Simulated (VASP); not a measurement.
Here is a VASP 6.6.1 calculation.

File INCAR:

```
SYSTEM = Ag
  PREC = Accurate
  ENCUT = 500
  EDIFF = 1E-6
  ISMEAR = 0
  SIGMA = 0.1
  LREAL = .False.
  LASPH = .True.
  NELM = 120
  ALGO = Normal
  ISIF = 2
  LWAVE = .False.
  LCHARG = .False.
  GGA = PS
  NBANDS = 12
  GGA_COMPAT = .False.
```

File KPOINTS:

```
Automatic mesh
0
Gamma
  6 6 6
  0 0 0
```

The input POSCAR:

```
Ag
1.0
    2.6295146812      0.0000000000      0.0000000000
    0.0000000000      2.6295146812      0.0000000000
    0.0000000000      0.0000000000      2.6295146812
Ag
1
Direct
    0.0000000000      0.0000000000      0.0000000000
```

Potentials or basis: VASP PAW PBE potentials, release 64 (Ag).

Launch:

```console
$ cat potpaw_PBE.64/Ag/POTCAR > POTCAR
$ mpirun -np 1 vasp_std > vasp.out
```

Question: Predict the pressure.

Answer: 6.9 GPa.

Caveat: the k points lie up to 0.40 Å⁻¹ apart; the PAW data sets were made with another functional, which shifts forces and pressure a little.
